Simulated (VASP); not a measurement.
Input of a VASP 6.6.1 run:

INCAR

```
PREC = Accurate
ENCUT = 520
EDIFF = 1E-6
ISMEAR = -1
SIGMA = 0.05
LREAL = False
LASPH = True
NELM = 150
ALGO = Normal
ISIF = 2
LWAVE = False
LCHARG = True
LMAXMIX = 4
LDAU = True
LDAUTYPE = 2
LDAUL = 2 -1
LDAUU = 8 0
LDAUJ = 0 0
LDAUPRINT = 1
GGA = PE
LELF = True
LVHAR = True
NBANDS = 35
```

The input KPOINTS:

```
regular mesh
0
Gamma
  10 10 3
```

File POSCAR:

```
WS2
1.0
    3.1800000000      0.0000000000      0.0000000000
   -1.5900000000      2.7539607840      0.0000000000
    0.0000000000      0.0000000000     12.5000000000
W S
2 4
Direct
    0.6666666667      0.3333333333      0.7500000000
    0.3333333333      0.6666666667      0.2500000000
    0.6666666667      0.3333333333      0.3750000000
    0.3333333333      0.6666666667      0.8750000000
    0.6666666667      0.3333333333      0.1250000000
    0.3333333333      0.6666666667      0.6250000000
```

Potentials or basis: VASP PAW PBE potentials, release 64 (W_sv, S).

Launch:

```sh
$ cat potpaw_PBE.64/W_sv/POTCAR potpaw_PBE.64/S/POTCAR > POTCAR
$ mpirun -np 1 vasp_std > vasp.out
```

Predict the pressure.

9.4 GPa.

What does it give for the largest force?

0.942 eV/Å.

What does it give for the band gap on the k mesh?

1.21 eV (least direct gap 1.91 eV).

Stress tensor (GPa, compression positive):
```
 8.57  0.00  0.00
 0.00  8.57  0.00
 0.00  0.00 10.96
```

Caveat: the cell stands under pressure; spin-orbit coupling is left out, which moves the levels of the heavy elements; an odd mesh through Γ misses points on the zone boundary, where band edges can lie; this functional lacks dispersion, which binds the layers, so the pressure and a relaxed spacing across them are unreliable.
